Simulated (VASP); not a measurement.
A run of VASP 6.6.1:

The input INCAR:

```
PREC = Accurate
ENCUT = 520
EDIFF = 1E-6
ISMEAR = -1
SIGMA = 0.15
LREAL = F
LASPH = T
NELM = 100
ALGO = Normal
ISIF = 2
LWAVE = F
LCHARG = F
NBANDS = 13
```

KPOINTS

```
regular mesh
0
Gamma
  20 20 20
```

File POSCAR:

```
Mo
1.0
   -1.5455048750      1.5455048750      1.5455048750
    1.5455048750     -1.5455048750      1.5455048750
    1.5455048750      1.5455048750     -1.5455048750
Mo
1
Direct
    0.0000000000      0.0000000000      0.0000000000
```

Potentials or basis: VASP PAW LDA potentials, release 64 (Mo_sv).

The run is started by

```bash
$ cat potpaw_LDA.64/Mo_sv/POTCAR > POTCAR
$ mpirun -np 1 vasp_std > vasp.out
```

Hardware: 1 thread of Intel Xeon 8259CL, on a shared host.

Task: How long does it take, and how much memory?

Result: Wall time 43 s on 1 thread of Intel Xeon 8259CL (shared host), peak memory 0.15 GiB. Counts: scf iterations 11, k points 256.
